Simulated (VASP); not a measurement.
# TiMoSe4 (P4/mmm) in VASP: further runs

The runs below take TiMoSe4 through relaxation of cell and atoms, single point, with PBE.

Program: VASP 6.6.1. These are calculated values, not measurements. Logs are shortened: lines on timing, memory, paths and dates and some standing lists are left out, and cuts for length are marked.

**1. The cell of the first run**

The structure is tetragonal, space group P4/mmm (No. 123). The conventional cell has a = 6.411 Å, b = 6.411 Å, c = 4.236 Å, α = 90.00°, β = 90.00°, γ = 90.00°. Ti (site symmetry 4/mmm) has 2 Mo at 2.12 Å within 2.8 Å. Within 2.8 Å of Mo (site symmetry 4/mmm) lie 2 Ti at 2.12 Å. Se (site symmetry mmm) has 2 Se at 2.12 Å within 2.8 Å. Se (site symmetry mmm) has 2 Se at 2.12 Å within 2.8 Å.

The cell was built from a structure type or drawn by symmetry, and may not be a known phase.

**2. Relaxation of cell and atoms, PBE, collinear spin**

INCAR reads:

```
SYSTEM = TiMoSe4
PREC = Accurate
ENCUT = 600
EDIFF = 1E-7
ISMEAR = 0
SIGMA = 0.15
LREAL = .False.
LASPH = .True.
NELM = 150
ALGO = Normal
ISIF = 3
LWAVE = .False.
LCHARG = .False.
ISPIN = 2
MAGMOM = 1 1 0 0 0 0
LORBIT = 11
LMAXMIX = 4
GGA = PE
IBRION = 2
NSW = 36
EDIFFG = -0.08
```

KPOINTS reads:

```
regular mesh
0
Gamma
  2 2 3
  0 0 0
```

POSCAR reads:

```
TiMoSe4
1.0
    6.4105879100      0.0000000000      0.0000000000
    0.0000000000      6.4105879100      0.0000000000
    0.0000000000      0.0000000000      4.2356340200
Ti Mo Se
1 1 4
Direct
    0.0000000000      0.0000000000      0.5000000000
    0.0000000000      0.0000000000      0.0000000000
    0.0000000000      0.5000000000      0.5000000000
    0.5000000000      0.0000000000      0.5000000000
    0.0000000000      0.5000000000      0.0000000000
    0.5000000000      0.0000000000      0.0000000000
```

Potentials or basis: VASP PAW PBE potentials, release 64 (Ti_sv, Mo_sv, Se).

Command:

```bash
$ cat potpaw_PBE.64/Ti_sv/POTCAR potpaw_PBE.64/Mo_sv/POTCAR potpaw_PBE.64/Se/POTCAR > POTCAR
$ mpirun -np 1 vasp_std > vasp.out
```

OUTCAR:

```text
SYSTEM = TiMoSe4
   PREC = Accurate
   ENCUT = 600
   EDIFF = 1E-7
   ISMEAR = 0
   LREAL = .False.
   LASPH = .True.
   NELM = 150
   ISIF = 3
   ISPIN = 2
   LORBIT = 11
   GGA = PE
   IBRION = 2
   NSW = 36
   EDIFFG = -0.08

 ion  position               nearest neighbor table
   1  0.000  0.000  0.500-   2 2.12   2 2.12
   2  0.000  0.000  0.000-   1 2.12   1 2.12
   3  0.000  0.500  0.500-   5 2.12   5 2.12
   4  0.500  0.000  0.500-   6 2.12   6 2.12
   5  0.000  0.500  0.000-   3 2.12   3 2.12
   6  0.500  0.000  0.000-   4 2.12   4 2.12

  LATTYP: Found a simple tetragonal cell.
 ALAT       =     6.4105879100
 C/A-ratio  =     0.6607247384

  Lattice vectors:

 A1 = (   6.4105879100,   0.0000000000,   0.0000000000)
 A2 = (   0.0000000000,   6.4105879100,   0.0000000000)
 A3 = (   0.0000000000,   0.0000000000,   4.2356340200)

Analysis of symmetry for initial positions (statically):
=====================================================================
 Subroutine PRICEL returns:
 Original cell was already a primitive cell.

 Routine SETGRP: Setting up the symmetry group for a
 simple tetragonal supercell.

 Subroutine GETGRP returns: Found 16 space group operations
 (whereof 16 operations were pure point group operations)
 out of a pool of 16 trial point group operations.

The static configuration has the point symmetry D_4h.

Analysis of symmetry for dynamics (positions and initial velocities):
=====================================================================
 Subroutine PRICEL returns:
 Original cell was already a primitive cell.

 Routine SETGRP: Setting up the symmetry group for a
 simple tetragonal supercell.

 Subroutine GETGRP returns: Found 16 space group operations
 (whereof 16 operations were pure point group operations)
 out of a pool of 16 trial point group operations.

The dynamic configuration has the point symmetry D_4h.

Analysis of structural, dynamic, and magnetic symmetry:
=====================================================================
 Subroutine PRICEL returns:
 Original cell was already a primitive cell.

 Routine SETGRP: Setting up the symmetry group for a
 simple tetragonal supercell.

 Subroutine GETGRP returns: Found 16 space group operations
 (whereof 16 operations were pure point group operations)
 out of a pool of 16 trial point group operations.
[... 98 lines left out ...]
   POTIM  = 0.5000    time-step for ionic-motion
   TEBEG  =    0.0;   TEEND  =   0.0 temperature during run
   PSTRESS=    0.0 pullay stress
   NELECT =      50.0000    total number of electrons
   NUPDOWN=      -1.0000    fix difference up-down
   EMIN   =  10.00;   EMAX   =-10.00  energy-range for DOS
   EFERMI =   0.00;   METHOD = LEGACY
   ISMEAR =     0;   SIGMA  =   0.15  broadening in eV -4-tet -1-fermi 0-gaus
   EFERMI_NEDOS =   21; number of points for ismear=-14 and -15
   IALGO  =     38    algorithm
   IMIX   =      4    mixing-type and parameters
     AMIX     =   0.40;   BMIX     =  1.00
     AMIX_MAG =   1.60;   BMIX_MAG =  1.00
  volume/ion in A,a.u.               =      29.01       195.78
  Fermi-wavevector in a.u.,A,eV,Ry     =   1.080173  2.041232 15.874930  1.166774
  Thomas-Fermi vector in A             =   2.216157
   LORBIT       =     11    0 simple, 1 ext, 2 COOP (PROOUT), +10 PAW based schemes
   GGA     = PE    functional components
   LHFCALC =     F    Hartree Fock is set to
   AEXX    =    0.0000 exact exchange contribution
   IVDW    =     0    specifies the selected vdW correction
   LEPSILON=     F    determine dielectric tensor
   LRPA    =     F    only Hartree local field effects (RPA)
 conjugate gradient relaxation of ions
 spin polarized calculation
 Gauss-broadening in eV      SIGMA  =   0.15
  energy-cutoff  :      600.00
  volume of cell :      174.07
 maximum number of plane-waves:      5866
 NGX is ok and might be reduce to    54
   NGX = 25   NGY = 25   NGZ = 17

--------------------------------------- Ionic step        1  -------------------------------------------

 number of electron      49.9999995 magnetization       1.7025619

 Free energy of the ion-electron system (eV)
  ---------------------------------------------------
  ext. energy  EPLUGINS =         0.00000000
  ---------------------------------------------------
  free energy    TOTEN  =       -23.74506838 eV

  energy without entropy =      -23.70191431  energy(sigma->0) =      -23.72349134

------------------------ aborting loop because EDIFF is reached ----------------------------------------

  FORCE on cell =-STRESS in cart. coord.  units (eV):
  Direction    XX          YY          ZZ          XY          YZ          ZX
  --------------------------------------------------------------------------------------
  -------------------------------------------------------------------------------------
  Total       -6.1568049     -6.1568049     71.5040629      0.0000000      0.0000000      0.0000000
  in kB      -56.6698194    -56.6698194    658.1534366      0.0000000      0.0000000      0.0000000
  external PRESSURE =     181.6045993 kB  Pullay stress =       0.0000000 kB
[... 528 lines left out ...]
     30       7.2903      0.00000
     31       7.9351      0.00000

[... ionic steps 4 to 16 ...]

--------------------------------------- Ionic step       17  -------------------------------------------

 number of electron      50.0000007 magnetization       0.0000068

 number of electron      50.0000007 magnetization      -0.0001158
[... 501 lines left out ...]
 number of electron      50.0000002 magnetization       0.0000019

 number of electron      50.0000002 magnetization      -0.0010373

 Free energy of the ion-electron system (eV)
  ---------------------------------------------------
  ext. energy  EPLUGINS =         0.00000000
  ---------------------------------------------------
  free energy    TOTEN  =       -32.45127666 eV

  energy without entropy =      -32.39581869  energy(sigma->0) =      -32.42354767

 E-fermi :   4.7213     XC(G=0):  -9.7031

 val. band max:        4.7008345263   @ k =   0.0000   0.0000   0.3333
 cond. band min:       4.7310102861   @ k =   0.0000   0.0000   0.3333
 fundamental gap:      0.0301757598
 Fermi energy:         4.7213002620
[... 444 lines left out ...]
  FREE ENERGIE OF THE ION-ELECTRON SYSTEM (eV)
  ---------------------------------------------------
  free  energy   TOTEN  =       -32.4512766562 eV

  energy  without entropy=      -32.3958186880  energy(sigma->0) =      -32.42354767

 reached required accuracy - stopping structural energy minimisation

 total charge

# of ion       s       p       d       tot
------------------------------------------
    1        2.167   6.127   1.915  10.208
    2        2.245   6.123   3.995  12.364
    3        1.480   2.301   0.036   3.818
    4        1.480   2.301   0.036   3.818
    5        1.472   2.269   0.055   3.795
    6        1.472   2.269   0.055   3.795
--------------------------------------------------
tot         10.316  21.390   6.092  37.799

 magnetization (x)

# of ion       s       p       d       tot
------------------------------------------
    1       -0.000  -0.000  -0.002  -0.002
    2        0.000   0.000   0.000   0.000
    3        0.000   0.000  -0.000   0.000
    4        0.000   0.000  -0.000   0.000
    5       -0.000  -0.000   0.000  -0.000
    6       -0.000  -0.000   0.000  -0.000
--------------------------------------------------
tot          0.000   0.000  -0.001  -0.001
```

CONTCAR:

```text
TiMoSe4
   1.00000000000000
     5.0300803159666554    0.0000000000000000    0.0000000000000000
    -0.0000000000000000    5.0300803159666554   -0.0000000000000000
    -0.0000000000000000    0.0000000000000000    5.5532893077891998
  Ti              Mo              Se
     1     1     4
Direct
     1.0000000000000000    0.0000000000000000    0.5000000000000000
     0.0000000000000000    1.0000000000000000    1.0000000000000000
     0.0000000000000000    0.5000000000000000    0.5000000000000000
     0.5000000000000000    1.0000000000000000    0.5000000000000000
     1.0000000000000000    0.5000000000000000    0.0000000000000000
     0.5000000000000000    1.0000000000000000    1.0000000000000000

  0.00000000E+00  0.00000000E+00  0.00000000E+00
  0.00000000E+00  0.00000000E+00  0.00000000E+00
  0.00000000E+00  0.00000000E+00  0.00000000E+00
  0.00000000E+00  0.00000000E+00  0.00000000E+00
  0.00000000E+00  0.00000000E+00  0.00000000E+00
  0.00000000E+00  0.00000000E+00  0.00000000E+00
```

Wall time 49 min (1 thread of Intel Xeon 6975P-C (Granite Rapids), shared host); peak memory 0.48 GiB.

What came out:

- Free energy: -32.4513 eV
- Relaxed volume: 23.42 Å³/atom
- Relaxed cell: a = 5.030 Å, b = 5.030 Å, c = 5.553 Å, α = 90.00°, β = 90.00°, γ = 90.00°
- Space group after relaxing (to 0.1 Å): P4/mmm (No. 123)
- Pressure after relaxing: 0.0 GPa
- Band gap on the k mesh: zero (filled and empty bands overlap)
- Net moment: 0.00 μB per cell
- Valence electrons inside the program's atomic spheres: Ti 10.21; Mo 12.36; Se 3.82, 3.79 (each value once)

Final structure:
```yaml
crystal:
  lattice:
    - [5.03008, 0.00000, 0.00000]
    - [0.00000, 5.03008, 0.00000]
    - [0.00000, 0.00000, 5.55329]
  atoms:
    - { symbol: Ti, position: [0.00000, 0.00000, 0.50000] }
    - { symbol: Mo, position: [0.00000, 0.00000, 0.00000] }
    - { symbol: Se, position: [0.00000, 0.50000, 0.50000] }
    - { symbol: Se, position: [0.50000, 0.00000, 0.50000] }
    - { symbol: Se, position: [0.00000, 0.50000, 0.00000] }
    - { symbol: Se, position: [0.50000, 0.00000, 0.00000] }
```

Levels at points of the mesh, in eV from the Fermi level:
Spin up:
```csv
k point,band 21,band 22,band 23,band 24,band 25,band 26,band 27,band 28
"(0.00, 0.00, 0.00)",-1.86,-1.75,-1.75,-1.28,0.10,0.10,0.14,0.32
"(0.50, 0.00, 0.00)",-1.88,-1.82,-1.78,-0.91,-0.13,0.94,1.02,1.04
"(0.50, 0.50, 0.00)",-2.18,-0.81,-0.11,-0.11,0.93,1.05,1.05,1.09
```
Spin down:
| k point | band 21 | band 22 | band 23 | band 24 | band 25 | band 26 | band 27 | band 28 |
| --- | --- | --- | --- | --- | --- | --- | --- | --- |
| (0.00, 0.00, 0.00) | -1.86 | -1.75 | -1.75 | -1.28 | 0.10 | 0.10 | 0.13 | 0.32 |
| (0.50, 0.00, 0.00) | -1.88 | -1.82 | -1.78 | -0.91 | -0.13 | 0.93 | 1.02 | 1.04 |
| (0.50, 0.50, 0.00) | -2.18 | -0.81 | -0.11 | -0.11 | 0.93 | 1.05 | 1.05 | 1.09 |

Caveat: the k points lie up to 0.62 Å⁻¹ apart in the final cell, too coarse for converged energies and pressures of a metal; the volume moved by over 15 % at a fixed basis, so the end points are rough.

(Part 1 of 3 ends here.)
